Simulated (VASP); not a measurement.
# BeS (F-43m) in VASP: notebook

BeS is run at these levels: PBE; tasks: single point.

All numbers are computed with VASP 6.6.1; they aren't measurements. Logs are shortened: lines on timing, memory, paths and dates and some standing lists are left out, and cuts for length are marked.

## 1. The cell of the first run

It takes space group F-43m (No. 216, cubic). Conventional cell: a = 4.876 Å, b = 4.876 Å, c = 4.876 Å, α = 90.00°, β = 90.00°, γ = 90.00°. Be (site symmetry -43m) has 4 S at 2.11 Å within 2.8 Å. S (site symmetry -43m) has 4 Be at 2.11 Å within 2.8 Å.

## 2. Single point, PBE

File INCAR:

```
SYSTEM = BeS
PREC = Accurate
ENCUT = 520
EDIFF = 1E-6
ISMEAR = 0
SIGMA = 0.1
LREAL = .FALSE.
LASPH = .TRUE.
NELM = 100
ALGO = Normal
ISIF = 2
LWAVE = .FALSE.
LCHARG = .FALSE.
GGA = PE
NBANDS = 11
```

File KPOINTS:

```
Automatic mesh
0
G
  6 6 6
  0 0 0
```

File POSCAR:

```
BeS
1.0
    0.0000000000      2.4381650070      2.4381650070
    2.4381650070      0.0000000000      2.4381650070
    2.4381650070      2.4381650070      0.0000000000
Be S
1 1
Direct
    0.2500000000      0.2500000000      0.2500000000
    0.0000000000      0.0000000000      0.0000000000
```

Potentials or basis: VASP PAW PBE potentials, release 64 (Be, S).

Run with:

```console
$ cat potpaw_PBE.64/Be/POTCAR potpaw_PBE.64/S/POTCAR > POTCAR
$ mpirun -np 1 vasp_std > vasp.out
```

OUTCAR:

```text
SYSTEM = BeS
   PREC = Accurate
   ENCUT = 520
   EDIFF = 1E-6
   ISMEAR = 0
   LREAL = .FALSE.
   LASPH = .TRUE.
   NELM = 100
   ISIF = 2
   GGA = PE

 ion  position               nearest neighbor table
   1  0.250  0.250  0.250-   2 2.11   2 2.11   2 2.11   2 2.11
   2  0.000  0.000  0.000-   1 2.11   1 2.11   1 2.11   1 2.11

  LATTYP: Found a face centered cubic cell.
 ALAT       =     4.8763300140

  Lattice vectors:

 A1 = (   0.0000000000,   2.4381650070,   2.4381650070)
 A2 = (   2.4381650070,   0.0000000000,   2.4381650070)
 A3 = (   2.4381650070,   2.4381650070,   0.0000000000)

Analysis of symmetry for initial positions (statically):
=====================================================================
 Subroutine PRICEL returns:
 Original cell was already a primitive cell.

 Routine SETGRP: Setting up the symmetry group for a
 face centered cubic supercell.

 Subroutine GETGRP returns: Found 24 space group operations
 (whereof 24 operations were pure point group operations)
 out of a pool of 48 trial point group operations.

The static configuration has the point symmetry T_d .

Analysis of symmetry for dynamics (positions and initial velocities):
=====================================================================
 Subroutine PRICEL returns:
 Original cell was already a primitive cell.

 Routine SETGRP: Setting up the symmetry group for a
 face centered cubic supercell.

 Subroutine GETGRP returns: Found 24 space group operations
 (whereof 24 operations were pure point group operations)
 out of a pool of 48 trial point group operations.

The dynamic configuration has the point symmetry T_d .

 Subroutine INISYM returns: Found 24 space group operations
 (whereof 24 operations are pure point group operations),
 and found     1 'primitive' translations

----------------------------------------------------------------------------------------

                                     Primitive cell

  volume of cell :      28.9881

  direct lattice vectors                    reciprocal lattice vectors
     0.000000000  2.438165007  2.438165007    -0.205072257  0.205072257  0.205072257
     2.438165007  0.000000000  2.438165007     0.205072257 -0.205072257  0.205072257
     2.438165007  2.438165007  0.000000000     0.205072257  0.205072257 -0.205072257

  length of vectors
     3.448086020  3.448086020  3.448086020     0.355195568  0.355195568  0.355195568

  position of ions in fractional coordinates (direct lattice)
     0.250000000  0.250000000  0.250000000
     0.000000000  0.000000000  0.000000000

  ion indices of the primitive-cell ions
   primitive index   ion index
                 1           1
                 2           2

----------------------------------------------------------------------------------------

 KPOINTS: Automatic mesh

Automatic generation of k-mesh.
 Grid dimensions read from file:
 generate k-points for:    6    6    6

 Generating k-lattice:

  Cartesian coordinates                     Fractional coordinates (reciprocal lattice)
    -0.034178709  0.034178709  0.034178709     0.166666667  0.000000000  0.000000000
     0.034178709 -0.034178709  0.034178709     0.000000000  0.166666667  0.000000000
     0.034178709  0.034178709 -0.034178709     0.000000000  0.000000000  0.166666667

  Length of vectors
     0.059199261  0.059199261  0.059199261

  Shift w.r.t. Gamma in fractional coordinates (k-lattice)
     0.000000000  0.000000000  0.000000000

 Subroutine IBZKPT returns following result:
 ===========================================

 Found     16 irreducible k-points:

 Following reciprocal coordinates:
            Coordinates               Weight
  0.000000  0.000000  0.000000      1.000000
  0.166667  0.000000  0.000000      8.000000
  0.333333  0.000000  0.000000      8.000000
  0.500000  0.000000  0.000000      4.000000
  0.166667  0.166667  0.000000      6.000000
  0.333333  0.166667  0.000000     24.000000
[... 8 lines left out ...]
 -0.333333  0.333333  0.166667     24.000000
 -0.333333  0.500000  0.166667     12.000000
   k-points           NKPTS =     16   k-points in BZ     NKDIM =     16   number of bands    NBANDS=     11
   number of dos      NEDOS =    301   number of ions     NIONS =      2
   total plane-waves  NPLWV =  21952
   dimension x,y,z NGX =    28 NGY =   28 NGZ =   28
   dimension x,y,z NGXF=    56 NGYF=   56 NGZF=   56
   ions per type =               1   1
   NGX,Y,Z   is equivalent  to a cutoff of  13.50, 13.50, 13.50 a.u.
   NGXF,Y,Z  is equivalent  to a cutoff of  27.00, 27.00, 27.00 a.u.
 SYSTEM =  BeS
   PREC   = accura    normal or accurate (medium, high low for compatibility)
   ISTART =      0    job   : 0-new  1-cont  2-samecut
   ICHARG =      2    charge: 1-file 2-atom 10-const
   ISPIN  =      1    spin polarized calculation?
   LNONCOLLINEAR =      F non collinear calculations
   LSORBIT =      F    spin-orbit coupling
   LASPH  =      T    aspherical Exc in radial PAW
   ENCUT  =  520.0 eV  38.22 Ry    6.18 a.u.   6.41  6.41  6.41*2*pi/ulx,y,z
   NELM   =    100;   NELMIN=  2; NELMDL= -5     # of ELM steps
   EDIFF  = 0.1E-05   stopping-criterion for ELM
   LREAL  =      F    real-space projection
   EDIFFG = 0.1E-04   stopping-criterion for IOM
   NSW    =      0    number of steps for IOM
   IBRION =     -1    ionic relax: 0-MD 1-quasi-New 2-CG
   NFREE  =      0    steps in history (QN), initial steepest desc. (CG)
   ISIF   =      2    stress and relaxation
   ISYM   =      2    0-nonsym 1-usesym 2-fastsym
   POTIM  = 0.5000    time-step for ionic-motion
   TEBEG  =    0.0;   TEEND  =   0.0 temperature during run
   PSTRESS=    0.0 pullay stress
   NELECT =       8.0000    total number of electrons
   NUPDOWN=      -1.0000    fix difference up-down
   EMIN   =  10.00;   EMAX   =-10.00  energy-range for DOS
   EFERMI =   0.00;   METHOD = LEGACY
   ISMEAR =     0;   SIGMA  =   0.10  broadening in eV -4-tet -1-fermi 0-gaus
   EFERMI_NEDOS =   21; number of points for ismear=-14 and -15
   IALGO  =     38    algorithm
   IMIX   =      4    mixing-type and parameters
     AMIX     =   0.40;   BMIX     =  1.00
     AMIX_MAG =   1.60;   BMIX_MAG =  1.00
  volume/ion in A,a.u.               =      14.49        97.81
  Fermi-wavevector in a.u.,A,eV,Ry     =   1.065856  2.014175 15.456876  1.136048
  Thomas-Fermi vector in A             =   2.201421
   LORBIT       =      0    0 simple, 1 ext, 2 COOP (PROOUT), +10 PAW based schemes
   GGA     = PE    functional components
   LHFCALC =     F    Hartree Fock is set to
   AEXX    =    0.0000 exact exchange contribution
   IVDW    =     0    specifies the selected vdW correction
   LEPSILON=     F    determine dielectric tensor
   LRPA    =     F    only Hartree local field effects (RPA)
 non-spin polarized calculation
 Gauss-broadening in eV      SIGMA  =   0.10
  energy-cutoff  :      520.00
  volume of cell :       28.99
 maximum number of plane-waves:       797
 NGX is ok and might be reduce to    28
   NGX = 13   NGY = 13   NGZ = 13

 number of electron       7.9999999 magnetization

 Free energy of the ion-electron system (eV)
  ---------------------------------------------------
  ext. energy  EPLUGINS =         0.00000000
  ---------------------------------------------------
  free energy    TOTEN  =       -10.01075646 eV

  energy without entropy =      -10.01075646  energy(sigma->0) =      -10.01075646

 E-fermi :   4.4777     XC(G=0):  -9.6629

 val. band max:        4.0099785715   @ k =   0.0000   0.0000   0.0000
 cond. band min:       7.1555353450   @ k =   0.5000   0.5000   0.0000
 fundamental gap:      3.1455567735
 Fermi energy:         4.4776548151

 k-point     1 :       0.0000    0.0000    0.0000
  band No.  band energies     occupation
      1      -9.5748      2.00000
      2       4.0100      2.00000
      3       4.0100      2.00000
      4       4.0100      2.00000
      5       9.6848      0.00000
      6       9.6848      0.00000
      7       9.6848      0.00000
      8       9.7586      0.00000
      9      16.7909      0.00000
     10      16.7909      0.00000
     11      18.7552      0.00000

 k-point     2 :       0.1667    0.0000    0.0000
  band No.  band energies     occupation
      1      -9.2709      2.00000
      2       2.1499      2.00000
      3       3.6918      2.00000
      4       3.6918      2.00000
      5       9.5582      0.00000
      6      10.2393      0.00000
      7      10.2393      0.00000
      8      11.7609      0.00000
      9      15.8830      0.00000
     10      15.8830      0.00000
     11      18.4934      0.00000

 k-point     3 :       0.3333    0.0000    0.0000
  band No.  band energies     occupation
      1      -8.5157      2.00000
      2      -0.4739      2.00000
      3       3.1989      2.00000
      4       3.1989      2.00000
      5       9.4738      0.00000
      6      10.6653      0.00000
      7      10.6653      0.00000
      8      14.3003      0.00000
      9      16.6021      0.00000
     10      16.6021      0.00000
     11      18.1574      0.00000

 k-point     4 :       0.5000    0.0000    0.0000
  band No.  band energies     occupation
      1      -8.0083      2.00000
      2      -1.6742      2.00000
      3       2.9977      2.00000
      4       2.9977      2.00000
      5       9.4292      0.00000
      6      10.5746      0.00000
      7      10.5746      0.00000
      8      15.1398      0.00000
      9      18.8739      0.00000
     10      18.8739      0.00000
     11      19.0553      0.00000
[... 127 lines left out ...]
 k-point    14 :       0.5000    0.3333    0.1667
  band No.  band energies     occupation
      1      -7.9600      2.00000
      2      -0.3045      2.00000
      3       1.0789      2.00000
      4       2.1419      2.00000
      5       9.7645      0.00000
      6      11.0467      0.00000
      7      11.7564      0.00000
      8      14.2303      0.00000
      9      16.5471      0.00000
     10      18.5140      0.00000
     11      20.5523      0.00000

 k-point    15 :      -0.3333    0.3333    0.1667
  band No.  band energies     occupation
      1      -7.5915      2.00000
      2      -0.7668      2.00000
      3       0.6307      2.00000
      4       1.6772      2.00000
      5      10.1902      0.00000
      6      11.0084      0.00000
      7      13.3896      0.00000
      8      14.2309      0.00000
      9      15.1651      0.00000
     10      19.3695      0.00000
     11      20.2321      0.00000

 k-point    16 :      -0.3333    0.5000    0.1667
  band No.  band energies     occupation
      1      -7.4421      2.00000
      2      -0.5148      2.00000
      3       0.6610      2.00000
      4       0.8903      2.00000
      5       9.1604      0.00000
      6      10.6729      0.00000
      7      13.9553      0.00000
      8      14.4175      0.00000
      9      18.3263      0.00000
     10      18.3950      0.00000
     11      20.8906      0.00000

------------------------ aborting loop because EDIFF is reached ----------------------------------------

  FORCE on cell =-STRESS in cart. coord.  units (eV):
  Direction    XX          YY          ZZ          XY          YZ          ZX
  --------------------------------------------------------------------------------------
  -------------------------------------------------------------------------------------
  Total        0.0071633      0.0071633      0.0071633      0.0000000      0.0000000      0.0000000
  in kB        0.3959171      0.3959171      0.3959171      0.0000000      0.0000000      0.0000000
  external PRESSURE =       0.3959171 kB  Pullay stress =       0.0000000 kB

 VOLUME and BASIS-vectors are now :
 -----------------------------------------------------------------------------
  energy-cutoff  :      520.00
  volume of cell :       28.99
      direct lattice vectors                 reciprocal lattice vectors
     0.000000000  2.438165007  2.438165007    -0.205072257  0.205072257  0.205072257
     2.438165007  0.000000000  2.438165007     0.205072257 -0.205072257  0.205072257
     2.438165007  2.438165007  0.000000000     0.205072257  0.205072257 -0.205072257

 POSITION                                       TOTAL-FORCE (eV/Angst)
 -----------------------------------------------------------------------------------
      1.21908      1.21908      1.21908        -0.000000     -0.000000     -0.000000
      0.00000      0.00000      0.00000         0.000000      0.000000      0.000000
 -----------------------------------------------------------------------------------
    total drift:                               -0.000000     -0.000000     -0.000000

  FREE ENERGIE OF THE ION-ELECTRON SYSTEM (eV)
  ---------------------------------------------------
  free  energy   TOTEN  =       -10.0107564611 eV

  energy  without entropy=      -10.0107564611  energy(sigma->0) =      -10.01075646
```

Wall time 8.9 s (1 thread of Intel Xeon Platinum 8259CL at 2.50GHz (Skylake/Cascade Lake), shared host); peak memory 0.14 GiB.

Results:

```
Free energy            : -10.0108 eV
Pressure               : 0.0 GPa
Band gap on the k mesh : 3.15 eV, indirect (least direct gap 5.67 eV)
```

A k mesh can miss the band edges. PBE gaps usually lie below the measured ones, often by a third to a half.

## 3. Single point, PBE (volume scaled by 0.94)

File INCAR:

```
PREC = Accurate
ENCUT = 520
EDIFF = 1E-6
ISMEAR = 0
SIGMA = 0.02
LREAL = False
LASPH = True
NELM = 60
ALGO = Normal
ISIF = 2
LWAVE = False
LCHARG = True
GGA = PE
LELF = True
LVHAR = True
NBANDS = 11
```

File KPOINTS:

```
regular mesh
0
Gamma
  8 8 8
```

File POSCAR:

```
BeS
1.0
    0.0000000000      2.3883925716      2.3883925716
    2.3883925716      0.0000000000      2.3883925716
    2.3883925716      2.3883925716      0.0000000000
Be S
1 1
Direct
    0.7500000000      0.7500000000      0.7500000000
    0.0000000000      0.0000000000      0.0000000000
```

Potentials or basis: VASP PAW PBE potentials, release 64 (Be, S).

Run with:

```console
$ cat potpaw_PBE.64/Be/POTCAR potpaw_PBE.64/S/POTCAR > POTCAR
$ mpirun -np 1 vasp_std > vasp.out
```

Wall time 9.5 s (1 thread of Intel Xeon Platinum 8259CL at 2.50GHz (Skylake/Cascade Lake), shared host); peak memory 0.15 GiB.

The run converged. Its results:

```
Free energy            : -9.9795 eV
Pressure               : 6.5 GPa
Band gap on the k mesh : 3.00 eV, indirect (least direct gap 5.65 eV)
```

Levels at points of the mesh, in eV from the valence-band top:
```
           k point  band 2  band 3  band 4  band 5  band 6  band 7
(0.00, 0.00, 0.00)    0.00    0.00    0.00    5.65    5.65    5.65
(0.50, 0.00, 0.00)   -6.09   -1.10   -1.10    5.64    6.55    6.55
(0.50, 0.50, 0.00)   -5.26   -2.80   -2.80    3.00    4.87   13.15
```

## 4. Single point, PBE (volume scaled by 0.91)

File INCAR:

```
PREC = Accurate ; ENCUT = 520
EDIFF = 1E-7 ; ISMEAR = 0
SIGMA = 0.02 ; LREAL = False
LASPH = True ; NELM = 100
ALGO = Normal ; ISIF = 2
LWAVE = False ; LCHARG = False
GGA = PE ; NBANDS = 11
```

File KPOINTS:

```
Automatic mesh
0
Gamma
  8 8 8
```

File POSCAR:

```
BeS
1.0
    0.0000000000      2.3627089405      2.3627089405
    2.3627089405      0.0000000000      2.3627089405
    2.3627089405      2.3627089405      0.0000000000
Be S
1 1
Direct
    0.7500000000      0.7500000000      0.7500000000
    0.0000000000      0.0000000000      0.0000000000
```

Run with:

```console
$ cat potpaw_PBE.64/Be/POTCAR potpaw_PBE.64/S/POTCAR > POTCAR
$ mpirun -np 1 vasp_std > vasp.out
```

It took 12 s on 1 thread of Intel Xeon Platinum 8259CL at 2.50GHz (Skylake/Cascade Lake), shared host; peak memory 0.15 GiB.

It converged, with:

* Free energy: -9.9337 eV
* Pressure: 10.5 GPa
* Band gap on the k mesh: 2.92 eV, indirect (least direct gap 5.62 eV)

Levels at points of the mesh, in eV from the valence-band top:
| k point | band 2 | band 3 | band 4 | band 5 | band 6 | band 7 |
| --- | --- | --- | --- | --- | --- | --- |
| (0.00, 0.00, 0.00) | 0.00 | 0.00 | 0.00 | 5.62 | 5.62 | 5.62 |
| (0.50, 0.00, 0.00) | -6.31 | -1.15 | -1.15 | 5.76 | 6.53 | 6.53 |
| (0.50, 0.50, 0.00) | -5.44 | -2.92 | -2.92 | 2.92 | 4.83 | 13.42 |

 A k mesh can miss the band edges.

(Continued in part 2 of 2.)
